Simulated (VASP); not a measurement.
# AlN (P6_3mc) in VASP: notebook

The runs below take AlN through single point, with PBEsol.

Everything below comes from runs of VASP 6.6.1. Logs are shortened: lines on timing, memory, paths and dates and some standing lists are left out, and cuts for length are marked.

**1. The cell of the first run**

The structure is hexagonal, space group P6_3mc (No. 186). The conventional cell has a = 3.114 Å, b = 3.114 Å, c = 4.984 Å, α = 90.00°, β = 90.00°, γ = 120.00°. Within 2.5 Å of Al (site symmetry 3m) lie 4 N at 1.89 to 1.90 Å. Within 2.5 Å of N (site symmetry 3m) lie 4 Al at 1.89 to 1.90 Å.

**2. Single point, PBEsol**

File INCAR:

```
PREC = Accurate ; ENCUT = 520
EDIFF = 1E-6 ; ISMEAR = 0
SIGMA = 0.02 ; LREAL = F
LASPH = T ; NELM = 80
ALGO = Normal ; ISIF = 2
LWAVE = F ; LCHARG = T
GGA = PS ; LELF = T
LVHAR = T ; NBANDS = 16
```

File KPOINTS:

```
regular mesh
0
Gamma
  9 9 4
```

File POSCAR:

```
AlN
1.0
    3.1137807607      0.0000000000      0.0000000000
   -1.5568903803      2.6966132406      0.0000000000
    0.0000000000      0.0000000000      4.9836450382
Al N
2 2
Direct
    0.6666666667      0.3333333333      0.4990218941
    0.3333333333      0.6666666667      0.9990218941
    0.6666666667      0.3333333333      0.8809781059
    0.3333333333      0.6666666667      0.3809781059
```

Potentials or basis: VASP PAW PBE potentials, release 64 (Al, N).

Launch:

```sh
cat potpaw_PBE.64/Al/POTCAR potpaw_PBE.64/N/POTCAR > POTCAR
mpirun -np 1 vasp_std > vasp.out
```

OUTCAR:

```text
PREC = Accurate
   ENCUT = 520
   EDIFF = 1E-6
   ISMEAR = 0
   LREAL = F
   LASPH = T
   NELM = 80
   ISIF = 2
   GGA = PS

 ion  position               nearest neighbor table
   1  0.667  0.333  0.499-   4 1.89   4 1.89   4 1.89   3 1.90   2 3.07   2 3.07   2 3.07   2 3.07
                             2 3.07   2 3.07
   2  0.333  0.667  0.999-   3 1.89   3 1.89   3 1.89   4 1.90   1 3.07   1 3.07   1 3.07   1 3.07
                             1 3.07   1 3.07
   3  0.667  0.333  0.881-   2 1.89   2 1.89   2 1.89   1 1.90
   4  0.333  0.667  0.381-   1 1.89   1 1.89   1 1.89   2 1.90

  LATTYP: Found a hexagonal cell.
 ALAT       =     3.1137807607
 C/A-ratio  =     1.6005125027

  Lattice vectors:

 A1 = (   3.1137807607,   0.0000000000,   0.0000000000)
 A2 = (  -1.5568903803,   2.6966132406,   0.0000000000)
 A3 = (   0.0000000000,   0.0000000000,   4.9836450382)

Analysis of symmetry for initial positions (statically):
=====================================================================
 Subroutine PRICEL returns:
 Original cell was already a primitive cell.

 Routine SETGRP: Setting up the symmetry group for a
 hexagonal supercell.

 Subroutine GETGRP returns: Found 12 space group operations
 (whereof  6 operations were pure point group operations)
 out of a pool of 24 trial point group operations.

The static configuration has the point symmetry C_3v.
 The point group associated with its full space group is C_6v.

Analysis of symmetry for dynamics (positions and initial velocities):
=====================================================================
 Subroutine PRICEL returns:
 Original cell was already a primitive cell.

 Routine SETGRP: Setting up the symmetry group for a
 hexagonal supercell.

 Subroutine GETGRP returns: Found 12 space group operations
 (whereof  6 operations were pure point group operations)
 out of a pool of 24 trial point group operations.

The dynamic configuration has the point symmetry C_3v.
 The point group associated with its full space group is C_6v.

 Subroutine INISYM returns: Found 12 space group operations
 (whereof  6 operations are pure point group operations),
 and found     1 'primitive' translations

----------------------------------------------------------------------------------------

                                     Primitive cell

  volume of cell :      41.8460

  direct lattice vectors                    reciprocal lattice vectors
     3.113780761  0.000000000  0.000000000     0.321152990  0.185417765  0.000000000
    -1.556890380  2.696613241  0.000000000     0.000000000  0.370835530  0.000000000
     0.000000000  0.000000000  4.983645038     0.000000000  0.000000000  0.200656345

  length of vectors
     3.113780761  3.113780761  4.983645038     0.370835530  0.370835530  0.200656345

  position of ions in fractional coordinates (direct lattice)
     0.666666667  0.333333333  0.499021894
     0.333333333  0.666666667  0.999021894
     0.666666667  0.333333333  0.880978106
     0.333333333  0.666666667  0.380978106

  ion indices of the primitive-cell ions
   primitive index   ion index
                 1           1
                 2           2
                 3           3
                 4           4

----------------------------------------------------------------------------------------

 KPOINTS: regular mesh

Automatic generation of k-mesh.
 Grid dimensions read from file:
 generate k-points for:    9    9    4

 Generating k-lattice:

  Cartesian coordinates                     Fractional coordinates (reciprocal lattice)
     0.035683666  0.020601974  0.000000000     0.111111111 -0.000000000  0.000000000
     0.000000000  0.041203948  0.000000000     0.000000000  0.111111111  0.000000000
     0.000000000  0.000000000  0.050164086     0.000000000  0.000000000  0.250000000

  Length of vectors
     0.041203948  0.041203948  0.050164086

  Shift w.r.t. Gamma in fractional coordinates (k-lattice)
     0.000000000  0.000000000  0.000000000

 Subroutine IBZKPT returns following result:
 ===========================================

 Found     36 irreducible k-points:

 Following reciprocal coordinates:
            Coordinates               Weight
  0.000000  0.000000  0.000000      1.000000
  0.111111  0.000000  0.000000      6.000000
  0.222222 -0.000000  0.000000      6.000000
  0.333333 -0.000000  0.000000      6.000000
  0.444444 -0.000000  0.000000      6.000000
  0.111111  0.111111  0.000000      6.000000
[... 16 lines left out ...]
  0.333333  0.222222  0.250000     24.000000
  0.333333  0.333333  0.250000      4.000000
 [... further k-points ...]
   k-points           NKPTS =     36   k-points in BZ     NKDIM =     36   number of bands    NBANDS=     16
   number of dos      NEDOS =    301   number of ions     NIONS =      4
   total plane-waves  NPLWV =  23040
   dimension x,y,z NGX =    24 NGY =   24 NGZ =   40
   dimension x,y,z NGXF=    48 NGYF=   48 NGZF=   80
   ions per type =               2   2
   NGX,Y,Z   is equivalent  to a cutoff of  12.81, 12.81, 13.34 a.u.
   NGXF,Y,Z  is equivalent  to a cutoff of  25.63, 25.63, 26.69 a.u.
 SYSTEM =  unknown system
   PREC   = accura    normal or accurate (medium, high low for compatibility)
   ISTART =      0    job   : 0-new  1-cont  2-samecut
   ICHARG =      2    charge: 1-file 2-atom 10-const
   ISPIN  =      1    spin polarized calculation?
   LNONCOLLINEAR =      F non collinear calculations
   LSORBIT =      F    spin-orbit coupling
   LASPH  =      T    aspherical Exc in radial PAW
   ENCUT  =  520.0 eV  38.22 Ry    6.18 a.u.   5.79  5.79  9.27*2*pi/ulx,y,z
   NELM   =     80;   NELMIN=  2; NELMDL= -5     # of ELM steps
   EDIFF  = 0.1E-05   stopping-criterion for ELM
   LREAL  =      F    real-space projection
   EDIFFG = 0.1E-04   stopping-criterion for IOM
   NSW    =      0    number of steps for IOM
   IBRION =     -1    ionic relax: 0-MD 1-quasi-New 2-CG
   NFREE  =      0    steps in history (QN), initial steepest desc. (CG)
   ISIF   =      2    stress and relaxation
   ISYM   =      2    0-nonsym 1-usesym 2-fastsym
   POTIM  = 0.5000    time-step for ionic-motion
   TEBEG  =    0.0;   TEEND  =   0.0 temperature during run
   PSTRESS=    0.0 pullay stress
   NELECT =      16.0000    total number of electrons
   NUPDOWN=      -1.0000    fix difference up-down
   EMIN   =  10.00;   EMAX   =-10.00  energy-range for DOS
   EFERMI =   0.00;   METHOD = LEGACY
   ISMEAR =     0;   SIGMA  =   0.02  broadening in eV -4-tet -1-fermi 0-gaus
   EFERMI_NEDOS =   21; number of points for ismear=-14 and -15
   IALGO  =     38    algorithm
   IMIX   =      4    mixing-type and parameters
     AMIX     =   0.40;   BMIX     =  1.00
     AMIX_MAG =   1.60;   BMIX_MAG =  1.00
  volume/ion in A,a.u.               =      10.46        70.60
  Fermi-wavevector in a.u.,A,eV,Ry     =   1.188220  2.245410 19.209617  1.411867
  Thomas-Fermi vector in A             =   2.324354
   LORBIT       =      0    0 simple, 1 ext, 2 COOP (PROOUT), +10 PAW based schemes
   GGA     = PS    functional components
   LHFCALC =     F    Hartree Fock is set to
   AEXX    =    0.0000 exact exchange contribution
   IVDW    =     0    specifies the selected vdW correction
   LEPSILON=     F    determine dielectric tensor
   LRPA    =     F    only Hartree local field effects (RPA)
 non-spin polarized calculation
 Gauss-broadening in eV      SIGMA  =   0.02
  energy-cutoff  :      520.00
  volume of cell :       41.85
 maximum number of plane-waves:      1152
 NGX is ok and might be reduce to    24

 number of electron      15.9999997 magnetization

 Free energy of the ion-electron system (eV)
  ---------------------------------------------------
  ext. energy  EPLUGINS =         0.00000000
  ---------------------------------------------------
  free energy    TOTEN  =       -31.31242076 eV

  energy without entropy =      -31.31242076  energy(sigma->0) =      -31.31242076

 E-fermi :   6.1384     XC(G=0): -11.0992

 val. band max:        6.0497031409   @ k =   0.0000   0.0000   0.0000
 cond. band min:      10.1614533152   @ k =   0.0000   0.0000   0.0000
 fundamental gap:      4.1117501743
 Fermi energy:         6.1384111625

 k-point     1 :       0.0000    0.0000    0.0000
  band No.  band energies     occupation
      1      -9.1110      2.00000
      2      -6.9316      2.00000
      3       0.0003      2.00000
      4       5.1724      2.00000
      5       5.1724      2.00000
      6       5.8264      2.00000
[... 8 lines left out ...]
     15      19.0705      0.00000
     16      19.0705      0.00000

 k-point     2 :       0.1111    0.0000    0.0000
  band No.  band energies     occupation
      1      -8.9531      2.00000
      2      -6.8427      2.00000
      3       0.1880      2.00000
      4       4.4607      2.00000
      5       4.9728      2.00000
      6       5.1421      2.00000
[... 8 lines left out ...]
     15      18.9104      0.00000
     16      19.0832      0.00000

 k-point     3 :       0.2222   -0.0000    0.0000
  band No.  band energies     occupation
      1      -8.5040      2.00000
      2      -6.6199      2.00000
      3       0.7332      2.00000
      4       2.9478      2.00000
      5       3.8814      2.00000
      6       4.5634      2.00000
[... 8 lines left out ...]
     15      18.1023      0.00000
     16      18.8444      0.00000

 k-point     4 :       0.3333   -0.0000    0.0000
  band No.  band energies     occupation
      1      -7.8554      2.00000
      2      -6.4047      2.00000
      3       1.5031      2.00000
      4       1.5745      2.00000
      5       2.6974      2.00000
      6       4.1831      2.00000
[... 8 lines left out ...]
     15      18.0288      0.00000
     16      20.3076      0.00000

 k-point     5 :       0.4444   -0.0000    0.0000
  band No.  band energies     occupation
      1      -7.2384      2.00000
      2      -6.3857      2.00000
      3       0.6593      2.00000
      4       1.9502      2.00000
      5       2.4746      2.00000
      6       3.9647      2.00000
[... 8 lines left out ...]
     15      18.6009      0.00000
     16      21.1032      0.00000

 k-point     6 :       0.1111    0.1111    0.0000
  band No.  band energies     occupation
      1      -8.6490      2.00000
      2      -6.6861      2.00000
      3       0.5548      2.00000
      4       3.6252      2.00000
      5       3.8427      2.00000
      6       4.9057      2.00000
[... 8 lines left out ...]
     15      18.3841      0.00000
     16      19.0678      0.00000
[... 267 lines left out ...]
 k-point    21 :       0.4444    0.1111    0.2500
  band No.  band energies     occupation
      1      -6.9370      2.00000
      2      -6.4820      2.00000
      3       0.4435      2.00000
      4       1.2575      2.00000
      5       3.1581      2.00000
      6       4.0177      2.00000
[... 8 lines left out ...]
     15      18.6404      0.00000
     16      20.7266      0.00000

 k-point    22 :       0.2222    0.2222    0.2500
  band No.  band energies     occupation
      1      -7.3551      2.00000
      2      -6.5191      2.00000
      3       1.2367      2.00000
      4       1.5765      2.00000
      5       3.2540      2.00000
      6       3.4116      2.00000
[... 8 lines left out ...]
     15      18.1292      0.00000
     16      20.5156      0.00000

 k-point    23 :       0.3333    0.2222    0.2500
  band No.  band energies     occupation
      1      -6.8608      2.00000
      2      -6.4474      2.00000
      3       0.9279      2.00000
      4       1.4491      2.00000
      5       2.4359      2.00000
      6       3.5945      2.00000
[... 8 lines left out ...]
     15      18.7508      0.00000
     16      20.7990      0.00000

 k-point    24 :       0.3333    0.3333    0.2500
  band No.  band energies     occupation
      1      -6.5540      2.00000
      2      -6.5540      2.00000
      3       1.4232      2.00000
      4       1.5728      2.00000
      5       1.5728      2.00000
      6       3.0606      2.00000
[... 8 lines left out ...]
     15      18.9782      0.00000
     16      21.3599      0.00000

 [... further k-points ...]

------------------------ aborting loop because EDIFF is reached ----------------------------------------

  FORCE on cell =-STRESS in cart. coord.  units (eV):
  Direction    XX          YY          ZZ          XY          YZ          ZX
  --------------------------------------------------------------------------------------
  -------------------------------------------------------------------------------------
  Total       -0.0051544     -0.0051544     -0.0005337     -0.0000000      0.0000000      0.0000000
  in kB       -0.1973475     -0.1973475     -0.0204357     -0.0000000      0.0000000      0.0000000
  external PRESSURE =      -0.1383769 kB  Pullay stress =       0.0000000 kB

 VOLUME and BASIS-vectors are now :
 -----------------------------------------------------------------------------
  energy-cutoff  :      520.00
  volume of cell :       41.85
      direct lattice vectors                 reciprocal lattice vectors
     3.113780761  0.000000000  0.000000000     0.321152990  0.185417765  0.000000000
    -1.556890380  2.696613241  0.000000000     0.000000000  0.370835530  0.000000000
     0.000000000  0.000000000  4.983645038     0.000000000  0.000000000  0.200656345

 POSITION                                       TOTAL-FORCE (eV/Angst)
 -----------------------------------------------------------------------------------
      1.55689      0.89887      2.48695         0.000000     -0.000000     -0.001817
     -0.00000      1.79774      4.97877         0.000000     -0.000000     -0.001817
      1.55689      0.89887      4.39048        -0.000000     -0.000000      0.001817
     -0.00000      1.79774      1.89866         0.000000      0.000000      0.001817
 -----------------------------------------------------------------------------------
    total drift:                               -0.000000      0.000000      0.000486

  FREE ENERGIE OF THE ION-ELECTRON SYSTEM (eV)
  ---------------------------------------------------
  free  energy   TOTEN  =       -31.3124207632 eV

  energy  without entropy=      -31.3124207632  energy(sigma->0) =      -31.31242076
```

Wall time 29 s (1 thread of Intel Xeon 8259CL, shared host); peak memory 0.16 GiB.

Results:

* Free energy: -31.3124 eV
* Pressure: 0.0 GPa
* Band gap on the k mesh: 4.11 eV

Caveat: the PAW data sets were made with another functional, which shifts forces and pressure a little.

**3. Single point, PBEsol**

File INCAR:

```
SYSTEM = AlN
PREC = Accurate
ENCUT = 520
EDIFF = 1E-6
ISMEAR = 0
SIGMA = 0.02
LREAL = .FALSE.
LASPH = .TRUE.
NELM = 100
ALGO = Normal
ISIF = 2
LWAVE = .FALSE.
LCHARG = .FALSE.
GGA = PS
NBANDS = 16
```

File KPOINTS:

```
regular mesh
0
G
  9 9 4
  0 0 0
```

POSCAR is that of step 2.

Potentials or basis: VASP PAW PBE potentials, release 64 (Al, N).

Launch:

```sh
cat potpaw_PBE.64/Al/POTCAR potpaw_PBE.64/N/POTCAR > POTCAR
mpirun -np 1 vasp_std > vasp.out
```

Wall time 25 s (1 thread of Intel Xeon 8259CL, shared host); peak memory 0.16 GiB.

The run converged. Its results:

* Free energy: -31.3124 eV
* Pressure: 0.0 GPa
* Band gap on the k mesh: 4.11 eV

Levels at points of the mesh, in eV from the valence-band top:
| k point | band 4 | band 5 | band 6 | band 7 | band 8 | band 9 | band 10 | band 11 | band 12 | band 13 |
| --- | --- | --- | --- | --- | --- | --- | --- | --- | --- | --- |
| (0.00, 0.00, 0.00) | -0.88 | -0.88 | -0.22 | -0.22 | 0.00 | 4.11 | 6.55 | 10.49 | 11.02 | 11.02 |
| (0.00, 0.00, 0.50) | -3.36 | -0.56 | -0.56 | -0.56 | -0.56 | 6.37 | 6.37 | 10.20 | 10.20 | 11.34 |

Caveat: the PAW data sets were made with another functional, which shifts forces and pressure a little.

**4. Single point, PBEsol**

This run uses another cell than the first one: it holds 36 atoms, not 4.

File INCAR:

```
SYSTEM = AlN
PREC = Accurate ; ENCUT = 520
EDIFF = 1E-6 ; ISMEAR = 0
SIGMA = 0.02 ; LREAL = Auto
LASPH = .True. ; NELM = 80
ALGO = Normal ; ISIF = 2
LWAVE = .False. ; LCHARG = .False.
GGA = PS ; NBANDS = 96
```

File KPOINTS:

```
Automatic mesh
0
Gamma
  2 2 2
  0.5 0.5 0.5
```

File POSCAR:

```
AlN
1.0
   -4.6706711410      2.6966132406      4.9836450382
    0.0000000000     -5.3932264812      4.9836450382
    4.6706711410      2.6966132406      4.9836450382
Al N
18 18
Direct
    0.3885628536      0.7218961869      0.3885628536
    0.7218961869      0.3885628536      0.3885628536
    0.0552295203      0.7218961869      0.7218961869
    0.0552295203      0.0552295203      0.3885628536
    0.3885628536      0.3885628536      0.7218961869
    0.7218961869      0.7218961869      0.0552295203
    0.7218961869      0.0552295203      0.7218961869
    0.0552295203      0.3885628536      0.0552295203
    0.3885628536      0.0552295203      0.0552295203
    0.7774517425      0.7774517425      0.4441184092
    0.1107850758      0.4441184092      0.4441184092
    0.4441184092      0.7774517425      0.7774517425
    0.4441184092      0.1107850758      0.4441184092
    0.7774517425      0.4441184092      0.7774517425
    0.1107850758      0.7774517425      0.1107850758
    0.1107850758      0.1107850758      0.7774517425
    0.4441184092      0.4441184092      0.1107850758
    0.7774517425      0.1107850758      0.1107850758
    0.5158815908      0.8492149242      0.5158815908
    0.8492149242      0.5158815908      0.5158815908
    0.1825482575      0.8492149242      0.8492149242
    0.1825482575      0.1825482575      0.5158815908
    0.5158815908      0.5158815908      0.8492149242
    0.8492149242      0.8492149242      0.1825482575
    0.8492149242      0.1825482575      0.8492149242
    0.1825482575      0.5158815908      0.1825482575
    0.5158815908      0.1825482575      0.1825482575
    0.5714371464      0.5714371464      0.2381038131
    0.9047704797      0.2381038131      0.2381038131
    0.2381038131      0.5714371464      0.5714371464
    0.2381038131      0.9047704797      0.2381038131
    0.5714371464      0.2381038131      0.5714371464
    0.9047704797      0.5714371464      0.9047704797
    0.9047704797      0.9047704797      0.5714371464
    0.2381038131      0.2381038131      0.9047704797
    0.5714371464      0.9047704797      0.9047704797
```

Launch:

```sh
cat potpaw_PBE.64/Al/POTCAR potpaw_PBE.64/N/POTCAR > POTCAR
mpirun -np 1 vasp_std > vasp.out
```

It took 3.9 min on 1 thread of Intel Xeon 8259CL, shared host; peak memory 0.41 GiB.

The run converged. Its results:

```yaml
Free_energy: -281.8061 eV
Pressure: 0.0 GPa
Largest_force: 0.004 eV/Å
Band_gap_on_the_k_mesh: 5.15 eV
```

Forces in eV/Å, atoms in the order of the input:
```
Al   0.000  0.000 -0.003
Al   0.000  0.000 -0.003
Al   0.000  0.000 -0.003
Al   0.000  0.000 -0.003
Al   0.000  0.000 -0.003
Al   0.000  0.000 -0.003
Al   0.000  0.000 -0.003
Al   0.000  0.000 -0.003
Al   0.000  0.000 -0.003
Al   0.000  0.000 -0.004
Al   0.000  0.000 -0.004
Al   0.000  0.000 -0.004
Al   0.000  0.000 -0.004
Al   0.000  0.000 -0.004
Al   0.000  0.000 -0.004
Al   0.000  0.000 -0.004
Al   0.000  0.000 -0.004
Al   0.000  0.000 -0.004
N    0.000  0.000  0.004
N    0.000  0.000  0.004
N    0.000  0.000  0.004
N    0.000  0.000  0.004
N    0.000  0.000  0.004
N    0.000  0.000  0.004
N    0.000  0.000  0.004
N    0.000  0.000  0.004
N    0.000  0.000  0.004
N    0.000  0.000  0.003
N    0.000  0.000  0.003
N    0.000  0.000  0.003
N    0.000  0.000  0.003
N    0.000  0.000  0.003
N    0.000  0.000  0.003
N    0.000  0.000  0.003
N    0.000  0.000  0.003
N    0.000  0.000  0.003
```

Levels at points of the mesh, in eV from the valence-band top:
| k point | band 70 | band 71 | band 72 | band 73 | band 74 | band 75 |
| --- | --- | --- | --- | --- | --- | --- |
| (0.25, 0.25, 0.25) | -0.37 | -0.10 | -0.10 | 5.30 | 5.77 | 5.77 |

Caveat: the PAW data sets were made with another functional, which shifts forces and pressure a little; a shifted mesh leaves out Γ, where band edges can lie.
